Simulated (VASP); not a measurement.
Crystal: CuO.

```xyz
2
Lattice="2.8363 0.0000 0.0000 -1.4182 2.4563 0.0000 0.0000 0.0000 2.7681" Properties=species:S:1:pos:R:3 pbc="T T T"
Cu    0.0000    0.0000    0.0000
O     1.4182    0.8188    1.3841
```

```yaml
Program: VASP 6.6.1
Task: relaxation of cell and atoms
Functional: RPBE
Dispersion: D3(BJ)
Potentials_or_basis: VASP PAW PBE potentials, release 64 (Cu, O)
Cutoff: 600 eV
k_mesh: 11 × 11 × 10
Occupations: fermi-dirac, width 0.05 eV
Spin: no spin polarisation
```

At the start: pressure -18.3 GPa; volume 9.64 Å³/atom.

Task: Where does the relaxation end?

Result: Over 5 steps the energy falls by 59.7 meV/atom and the volume is 8.73 Å³/atom (-9.5 %); space group P-6m2 (No. 187, to 0.1 Å) before and after.

Step by step:
```csv
step,energy change (eV),largest force (eV/Å),pressure (GPa),volume (Å³)
1,0.0000,0.0000,-18.34,19.29
2,-0.0609,0.0000,17.42,16.36
3,-0.1193,0.0000,-0.35,17.47
4,-0.1193,0.0000,0.15,17.44
5,-0.1193,0.0000,0.03,17.46
```

Final structure:
```
Cu O
1.0
     2.75699    0.00000    0.00000
    -1.37850    2.38762    0.00000
     0.00000    0.00000    2.65179
Cu O
1 1
Direct
  0.00000 0.00000 0.00000
  0.66667 0.33333 0.50000
```

Caveat: the dispersion term is far too large for a dense solid, which distorts pressure and volume; the PAW data sets were made with another functional, which shifts forces and pressure a little; an odd number of electrons without spin polarisation forces a metal; a magnetic or distorted state may lie lower.
